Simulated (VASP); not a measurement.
**Al: single point with PBEsol**

Al:

```xyz
2
Lattice="2.7664 0.0000 0.0000 -1.3832 2.3957 0.0000 0.0000 0.0000 4.6618" Properties=species:S:1:pos:R:3 pbc="T T T"
Al    1.3832    0.7986    3.4964
Al    0.0000    1.5972    1.1655
```

* Program: VASP 6.6.1
* Task: single point
* Functional: PBEsol
* Potentials or basis: VASP PAW PBE potentials, release 64 (Al)
* Cutoff: 520 eV
* k mesh: 14 × 14 × 7
* Occupations: methfessel-paxton, width 0.05 eV
* Spin: no spin polarisation
* Dipole correction: no
* Further INCAR settings: ALGO = Normal; EDIFF = 1e-06; NBANDS = 10

```yaml
Pressure: 5.1 GPa
Band_gap_on_the_k_mesh: zero (band 3 reaches 11.56 eV, above the bottom of band 4 at 5.66 eV)
```

Levels at points of the mesh, in eV from the Fermi level:
```tsv
k point	band 1	band 2	band 3	band 4	band 5	band 6	band 7	band 8
(0.00, 0.00, 0.00)	-11.65	-5.09	-4.92	11.59	11.59	11.68	11.68	11.90
(0.50, 0.00, 0.00)	-5.41	-5.36	0.53	0.91	1.30	1.65	6.24	7.99
```

It took 9.6 s on 1 thread of Intel(R) Xeon(R) Platinum 8488C (Sapphire Rapids), with other jobs on the host, peak memory 0.16 GiB.

Caveat: the PAW data sets were made with another functional, which shifts forces and pressure a little.
